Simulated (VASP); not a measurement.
BeTe:

```
Be Te
1.0
     0.00000    2.77000    2.77000
     2.77000    0.00000    2.77000
     2.77000    2.77000    0.00000
Be Te
1 1
Cartesian
  0.0000 0.0000 0.0000
  4.1550 4.1550 4.1550
```

```yaml
Program: VASP 6.6.1
Task: relaxation of cell and atoms
Functional: r2SCAN
Potentials_or_basis: VASP PAW PBE potentials, release 64 (Be, Te)
Cutoff: 600 eV
k_mesh: 8 × 8 × 8
Occupations: methfessel-paxton, width 0.05 eV
Spin: no spin polarisation
```

At the start: pressure 4.4 GPa; volume 21.25 Å³/atom.

Question: How do energy, volume and symmetry change on relaxing?

Answer: Over 3 steps the energy falls by 19.0 meV/atom and the volume is 22.69 Å³/atom (+6.8 %); space group F-43m (No. 216, to 0.1 Å) before and after.

The path:
```csv
step,energy change (eV),largest force (eV/Å),pressure (GPa),volume (Å³)
1,0.0000,0.0000,4.44,42.51
2,-0.0352,0.0000,-1.06,46.23
3,-0.0380,0.0000,0.01,45.39
```

Final structure:
```cif
data_structure
_symmetry_space_group_name_H-M 'P 1'
_symmetry_Int_Tables_number 1
_cell_length_a 4.0039
_cell_length_b 4.0039
_cell_length_c 4.0039
_cell_angle_alpha 60.000
_cell_angle_beta 60.000
_cell_angle_gamma 60.000
_cell_volume 45.39
loop_
_atom_site_label
_atom_site_type_symbol
_atom_site_fract_x
_atom_site_fract_y
_atom_site_fract_z
_atom_site_occupancy
Be1 Be 0.00000 0.00000 0.00000 1
Te1 Te 0.75000 0.75000 0.75000 1
```

Caveat: the PAW data sets were made with another functional, which shifts forces and pressure a little.
